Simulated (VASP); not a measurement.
Write the native input for VASP 6.6.1 that does the following.

| Property | Result |
| --- | --- |
| Task | relaxation of cell and atoms |
| Functional | PBE |
| Potentials or basis | VASP PAW PBE potentials, release 64 (Ta_pv, V_sv, H) |
| Cutoff | 600 eV |
| k mesh | 10 × 10 × 10 |
| Occupations | gaussian, width 0.1 eV |
| Spin | no spin polarisation |
| Dipole correction | no |
| Further INCAR settings | ALGO = Normal; EDIFF = 1e-07; IBRION = 2; EDIFFG = -0.01; NSW = 100; ISIF = 3 |

The structure of TaV2H6 lies in POSCAR:

```
TaV2H6
1.0
    0.0000000000      3.3484515894      3.3484515894
    3.3484515894      0.0000000000      3.3484515894
    3.3484515894      3.3484515894      0.0000000000
Ta V H
1 2 6
Direct
    0.0000000000      0.0000000000      0.0000000000
    0.7500000000      0.7500000000      0.7500000000
    0.2500000000      0.2500000000      0.2500000000
    0.5000000000      0.0000000000      0.0000000000
    0.0000000000      0.5000000000      0.5000000000
    0.0000000000      0.5000000000      0.0000000000
    0.5000000000      0.0000000000      0.5000000000
    0.0000000000      0.0000000000      0.5000000000
    0.5000000000      0.5000000000      0.0000000000
```

This cell differs from its parent crystal: atoms taken out.

One way to write it, as run:

INCAR

```
  ALGO = Normal
  EDIFF = 1E-7
  EDIFFG = -0.01
  ENCUT = 600
  GGA = PE
  IBRION = 2
  ISIF = 3
  ISMEAR = 0
  LASPH = T
  LCHARG = F
  LREAL = F
  LWAVE = F
  NELM = 60
  NSW = 100
  PREC = Accurate
  SIGMA = 0.1
```

KPOINTS

```
k-points
0
Gamma
  10 10 10
```

Potentials or basis: VASP PAW PBE potentials, release 64 (Ta_pv, V_sv, H).

The run is started by

```bash
$ cat potpaw_PBE.64/Ta_pv/POTCAR potpaw_PBE.64/V_sv/POTCAR potpaw_PBE.64/H/POTCAR > POTCAR
$ mpirun -np 1 vasp_std > vasp.out
```

It gave:

| Property | Result |
| --- | --- |
| Relaxed volume | 8.36 Å³/atom |
| Relaxed cell | a = 4.738 Å, b = 4.738 Å, c = 4.738 Å, α = 60.00°, β = 60.00°, γ = 60.00° |
| Space group after relaxing (to 0.1 Å) | Fm-3m (No. 225) |
| Energy gained by relaxing | 0.0 meV/atom |
| Ionic steps | 2 |
| Pressure after relaxing | 0.0 GPa |
| Band gap on the k mesh | zero (an odd number of electrons rules out a gap without spin polarisation) |

Caveat: the cell differs from its parent crystal (atoms taken out); spin-orbit coupling is left out, which moves the levels of the heavy elements.

Run time: 120 s on 1 thread of Intel(R) Xeon(R) 6975P-C (Granite Rapids), on a shared host, peak memory 0.31 GiB.
